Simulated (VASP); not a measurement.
# Ta2N (P-3m1) in VASP: notebook

The runs below take Ta2N through single point, with LDA.

Program: VASP 6.6.1. These are calculated values, not measurements. Logs are shortened: lines on timing, memory, paths and dates and some standing lists are left out, and cuts for length are marked.

## (1) The cell of the first run

It takes space group P-3m1 (No. 164, trigonal). Conventional cell: a = 3.089 Å, b = 3.089 Å, c = 4.703 Å, α = 90.00°, β = 90.00°, γ = 120.00°. Within 2.8 Å of Ta (site symmetry 3m) lie 3 N at 2.14 Å. Within 2.8 Å of N (site symmetry -3m) lie 6 Ta at 2.14 Å.

## (2) Single point, LDA (12.96 Å³/atom)

The input, INCAR:

```
SYSTEM = Ta2N
PREC = Accurate
ENCUT = 700
EDIFF = 1E-6
ISMEAR = 0
SIGMA = 0.15
LREAL = .False.
LASPH = .True.
NELM = 120
ALGO = Normal
ISIF = 2
LWAVE = .False.
LCHARG = .False.
GGA = CA
NBANDS = 22
GGA_COMPAT = .False.
```

The input, KPOINTS:

```
regular mesh
0
Gamma
  18 18 10
  0 0 0
```

The input, POSCAR:

```
Ta2N
1.0
    3.0892118912      0.0000000000      0.0000000000
   -1.5446059456      2.6753359754      0.0000000000
    0.0000000000      0.0000000000      4.7027072619
Ta N
2 1
Direct
    0.6666666667      0.3333333333      0.7466885012
    0.3333333333      0.6666666667      0.2533114988
    0.0000000000      0.0000000000      0.0000000000
```

Potentials or basis: VASP PAW LDA potentials, release 64 (Ta_sv_GW, N).

Started as:

```bash
$ cat potpaw_LDA.64/Ta_sv_GW/POTCAR potpaw_LDA.64/N/POTCAR > POTCAR
$ mpirun -np 1 vasp_std > vasp.out
```

OUTCAR:

```text
SYSTEM = Ta2N
   PREC = Accurate
   ENCUT = 700
   EDIFF = 1E-6
   ISMEAR = 0
   LREAL = .False.
   LASPH = .True.
   NELM = 120
   ISIF = 2
   GGA = CA

 ion  position               nearest neighbor table
   1  0.667  0.333  0.747-   3 2.14   3 2.14   3 2.14   2 2.93   2 2.93   2 2.93   2 2.98   2 2.98
                             2 2.98
   2  0.333  0.667  0.253-   3 2.14   3 2.14   3 2.14   1 2.93   1 2.93   1 2.93   1 2.98   1 2.98
                             1 2.98
   3  0.000  0.000  0.000-   1 2.14   2 2.14   2 2.14   1 2.14   1 2.14   2 2.14

  LATTYP: Found a hexagonal cell.
 ALAT       =     3.0892118912
 C/A-ratio  =     1.5223000000

  Lattice vectors:

 A1 = (   3.0892118912,   0.0000000000,   0.0000000000)
 A2 = (  -1.5446059456,   2.6753359754,   0.0000000000)
 A3 = (   0.0000000000,   0.0000000000,   4.7027072619)

Analysis of symmetry for initial positions (statically):
=====================================================================
 Subroutine PRICEL returns:
 Original cell was already a primitive cell.

 Routine SETGRP: Setting up the symmetry group for a
 hexagonal supercell.

 Subroutine GETGRP returns: Found 12 space group operations
 (whereof 12 operations were pure point group operations)
 out of a pool of 24 trial point group operations.

The static configuration has the point symmetry D_3d.

Analysis of symmetry for dynamics (positions and initial velocities):
=====================================================================
 Subroutine PRICEL returns:
 Original cell was already a primitive cell.

 Routine SETGRP: Setting up the symmetry group for a
 hexagonal supercell.

 Subroutine GETGRP returns: Found 12 space group operations
 (whereof 12 operations were pure point group operations)
 out of a pool of 24 trial point group operations.

The dynamic configuration has the point symmetry D_3d.

 Subroutine INISYM returns: Found 12 space group operations
 (whereof 12 operations are pure point group operations),
 and found     1 'primitive' translations

----------------------------------------------------------------------------------------

                                     Primitive cell

  volume of cell :      38.8664

  direct lattice vectors                    reciprocal lattice vectors
     3.089211891  0.000000000  0.000000000     0.323707157  0.186892414  0.000000000
    -1.544605946  2.675335975  0.000000000     0.000000000  0.373784829  0.000000000
     0.000000000  0.000000000  4.702707262     0.000000000  0.000000000  0.212643472

  length of vectors
     3.089211891  3.089211891  4.702707262     0.373784829  0.373784829  0.212643472

  position of ions in fractional coordinates (direct lattice)
     0.666666667  0.333333333  0.746688501
     0.333333333  0.666666667  0.253311499
     0.000000000  0.000000000  0.000000000

  ion indices of the primitive-cell ions
   primitive index   ion index
                 1           1
                 2           2
                 3           3

----------------------------------------------------------------------------------------

 KPOINTS: regular mesh

Automatic generation of k-mesh.
 Grid dimensions read from file:
 generate k-points for:   18   18   10

 Generating k-lattice:

  Cartesian coordinates                     Fractional coordinates (reciprocal lattice)
     0.017983731  0.010382912  0.000000000     0.055555556  0.000000000  0.000000000
     0.000000000  0.020765824  0.000000000     0.000000000  0.055555556  0.000000000
     0.000000000  0.000000000  0.021264347     0.000000000  0.000000000  0.100000000

  Length of vectors
     0.020765824  0.020765824  0.021264347

  Shift w.r.t. Gamma in fractional coordinates (k-lattice)
     0.000000000  0.000000000  0.000000000

 Subroutine IBZKPT returns following result:
 ===========================================

 Found    330 irreducible k-points:

 Following reciprocal coordinates:
            Coordinates               Weight
  0.000000  0.000000  0.000000      1.000000
  0.055556  0.000000  0.000000      6.000000
  0.111111  0.000000  0.000000      6.000000
  0.166667  0.000000  0.000000      6.000000
  0.222222  0.000000  0.000000      6.000000
  0.277778  0.000000  0.000000      6.000000
[... 16 lines left out ...]
  0.333333  0.111111  0.000000     12.000000
  0.388889  0.111111  0.000000     12.000000
 [... further k-points ...]
   k-points           NKPTS =    330   k-points in BZ     NKDIM =    330   number of bands    NBANDS=     22
   number of dos      NEDOS =    301   number of ions     NIONS =      3
   total plane-waves  NPLWV =  32928
   dimension x,y,z NGX =    28 NGY =   28 NGZ =   42
   dimension x,y,z NGXF=    56 NGYF=   56 NGZF=   84
   ions per type =               2   1
   NGX,Y,Z   is equivalent  to a cutoff of  15.07, 15.07, 14.85 a.u.
   NGXF,Y,Z  is equivalent  to a cutoff of  30.14, 30.14, 29.69 a.u.
 SYSTEM =  Ta2N
   PREC   = accura    normal or accurate (medium, high low for compatibility)
   ISTART =      0    job   : 0-new  1-cont  2-samecut
   ICHARG =      2    charge: 1-file 2-atom 10-const
   ISPIN  =      1    spin polarized calculation?
   LNONCOLLINEAR =      F non collinear calculations
   LSORBIT =      F    spin-orbit coupling
   LASPH  =      T    aspherical Exc in radial PAW
   ENCUT  =  700.0 eV  51.45 Ry    7.17 a.u.   6.66  6.66 10.15*2*pi/ulx,y,z
   NELM   =    120;   NELMIN=  2; NELMDL= -5     # of ELM steps
   EDIFF  = 0.1E-05   stopping-criterion for ELM
   LREAL  =      F    real-space projection
   EDIFFG = 0.1E-04   stopping-criterion for IOM
   NSW    =      0    number of steps for IOM
   IBRION =     -1    ionic relax: 0-MD 1-quasi-New 2-CG
   NFREE  =      0    steps in history (QN), initial steepest desc. (CG)
   ISIF   =      2    stress and relaxation
   ISYM   =      2    0-nonsym 1-usesym 2-fastsym
   POTIM  = 0.5000    time-step for ionic-motion
   TEBEG  =    0.0;   TEEND  =   0.0 temperature during run
   PSTRESS=    0.0 pullay stress
   NELECT =      31.0000    total number of electrons
   NUPDOWN=      -1.0000    fix difference up-down
   EMIN   =  10.00;   EMAX   =-10.00  energy-range for DOS
   EFERMI =   0.00;   METHOD = LEGACY
   ISMEAR =     0;   SIGMA  =   0.15  broadening in eV -4-tet -1-fermi 0-gaus
   EFERMI_NEDOS =   21; number of points for ismear=-14 and -15
   IALGO  =     38    algorithm
   IMIX   =      4    mixing-type and parameters
     AMIX     =   0.40;   BMIX     =  1.00
     AMIX_MAG =   1.60;   BMIX_MAG =  1.00
  volume/ion in A,a.u.               =      12.96        87.43
  Fermi-wavevector in a.u.,A,eV,Ry     =   1.518229  2.869038 31.361709  2.305021
  Thomas-Fermi vector in A             =   2.627378
   LORBIT       =      0    0 simple, 1 ext, 2 COOP (PROOUT), +10 PAW based schemes
   GGA     = CA    functional components
   LHFCALC =     F    Hartree Fock is set to
   AEXX    =    0.0000 exact exchange contribution
   IVDW    =     0    specifies the selected vdW correction
   LEPSILON=     F    determine dielectric tensor
   LRPA    =     F    only Hartree local field effects (RPA)
 non-spin polarized calculation
 Gauss-broadening in eV      SIGMA  =   0.15
  energy-cutoff  :      700.00
  volume of cell :       38.87
 maximum number of plane-waves:      1665
 NGX is ok and might be reduce to    28
   NGX = 13   NGY = 13   NGZ = 21

 number of electron      30.9999999 magnetization

 Free energy of the ion-electron system (eV)
  ---------------------------------------------------
  ext. energy  EPLUGINS =         0.00000000
  ---------------------------------------------------
  free energy    TOTEN  =       -42.65148049 eV

  energy without entropy =      -42.63904019  energy(sigma->0) =      -42.64526034

 E-fermi :  12.2337     XC(G=0): -13.7418

 val. band max:       12.2254980269   @ k =   0.0000   0.3333   0.3000
 cond. band min:      12.2354443140   @ k =  -0.2222  -0.4444   0.3000
 fundamental gap:      0.0099462871
 Fermi energy:        12.2336509357

 k-point     1 :       0.0000    0.0000    0.0000
  band No.  band energies     occupation
      1     -55.8775      2.00000
      2     -55.7672      2.00000
      3     -23.2531      2.00000
      4     -22.3968      2.00000
      5     -22.3968      2.00000
      6     -22.2265      2.00000
[... 14 lines left out ...]
     21      13.5180      0.00000
     22      17.7480      0.00000

 k-point     2 :       0.0556    0.0000    0.0000
  band No.  band energies     occupation
      1     -55.8755      2.00000
      2     -55.7667      2.00000
      3     -23.2420      2.00000
      4     -22.4178      2.00000
      5     -22.4051      2.00000
      6     -22.2477      2.00000
[... 14 lines left out ...]
     21      13.7525      0.00000
     22      17.7833      0.00000

 k-point     3 :       0.1111    0.0000    0.0000
  band No.  band energies     occupation
      1     -55.8697      2.00000
      2     -55.7653      2.00000
      3     -23.2096      2.00000
      4     -22.4784      2.00000
      5     -22.4282      2.00000
      6     -22.3074      2.00000
[... 14 lines left out ...]
     21      14.4491      0.00000
     22      17.7500      0.00000

 k-point     4 :       0.1667    0.0000    0.0000
  band No.  band energies     occupation
      1     -55.8606      2.00000
      2     -55.7634      2.00000
      3     -23.1577      2.00000
      4     -22.5718      2.00000
      5     -22.4616      2.00000
      6     -22.3955      2.00000
[... 14 lines left out ...]
     21      15.4419      0.00000
     22      17.5435      0.00000

 k-point     5 :       0.2222    0.0000    0.0000
  band No.  band energies     occupation
      1     -55.8491      2.00000
      2     -55.7614      2.00000
      3     -23.0902      2.00000
      4     -22.6866      2.00000
      5     -22.5005      2.00000
      6     -22.4986      2.00000
[... 417 lines left out ...]
 k-point    22 :       0.2778    0.1111    0.0000
  band No.  band energies     occupation
      1     -55.8195      2.00000
      2     -55.7597      2.00000
      3     -22.9527      2.00000
      4     -22.8635      2.00000
      5     -22.7435      2.00000
      6     -22.5627      2.00000
[... 14 lines left out ...]
     21      17.2065      0.00000
     22      17.7624      0.00000

 k-point    23 :       0.3333    0.1111    0.0000
  band No.  band energies     occupation
      1     -55.8079      2.00000
      2     -55.7609      2.00000
      3     -23.0195      2.00000
      4     -22.8120      2.00000
      5     -22.7738      2.00000
      6     -22.6161      2.00000
[... 14 lines left out ...]
     21      17.3066      0.00000
     22      17.4391      0.00000

 k-point    24 :       0.3889    0.1111    0.0000
  band No.  band energies     occupation
      1     -55.7992      2.00000
      2     -55.7628      2.00000
      3     -23.0738      2.00000
      4     -22.8144      2.00000
      5     -22.7318      2.00000
      6     -22.6517      2.00000
[... 14 lines left out ...]
     21      17.1337      0.00000
     22      17.4024      0.00000

 [... further k-points ...]

------------------------ aborting loop because EDIFF is reached ----------------------------------------

  FORCE on cell =-STRESS in cart. coord.  units (eV):
  Direction    XX          YY          ZZ          XY          YZ          ZX
  --------------------------------------------------------------------------------------
  -------------------------------------------------------------------------------------
  Total       -0.2414901     -0.2414901      1.2617032      0.0000000      0.0000000      0.0000000
  in kB       -9.9548783     -9.9548783     52.0108326      0.0000000      0.0000000      0.0000000
  external PRESSURE =      10.7003587 kB  Pullay stress =       0.0000000 kB

 VOLUME and BASIS-vectors are now :
 -----------------------------------------------------------------------------
  energy-cutoff  :      700.00
  volume of cell :       38.87
      direct lattice vectors                 reciprocal lattice vectors
     3.089211891  0.000000000  0.000000000     0.323707157  0.186892414  0.000000000
    -1.544605946  2.675335975  0.000000000     0.000000000  0.373784829  0.000000000
     0.000000000  0.000000000  4.702707262     0.000000000  0.000000000  0.212643472

 POSITION                                       TOTAL-FORCE (eV/Angst)
 -----------------------------------------------------------------------------------
      1.54461      0.89178      3.51146        -0.000000      0.000000      0.155826
     -0.00000      1.78356      1.19125         0.000000      0.000000     -0.155826
      0.00000      0.00000      0.00000        -0.000000      0.000000      0.000000
 -----------------------------------------------------------------------------------
    total drift:                               -0.000000      0.000000      0.000000

  FREE ENERGIE OF THE ION-ELECTRON SYSTEM (eV)
  ---------------------------------------------------
  free  energy   TOTEN  =       -42.6514804867 eV

  energy  without entropy=      -42.6390401930  energy(sigma->0) =      -42.64526034
```

Run time: 4.3 min. Hardware: 1 thread of AMD EPYC 9R45 (Zen 5), shared host; peak memory 0.46 GiB.

Results:

| Property | Result |
| --- | --- |
| Free energy | -42.6515 eV |
| Pressure | 1.1 GPa |
| Largest force | 0.156 eV/Å |
| Band gap on the k mesh | zero (an odd number of electrons rules out a gap without spin polarisation) |

Forces in eV/Å, atoms in the order of the input:
```
Ta   0.000  0.000  0.156
Ta   0.000  0.000 -0.156
N    0.000  0.000  0.000
```

Caveat: the stress differs along the axes, from -1 to 5 GPa; spin-orbit coupling is left out, which moves the levels of the heavy elements.

[end of part 1 of 2]
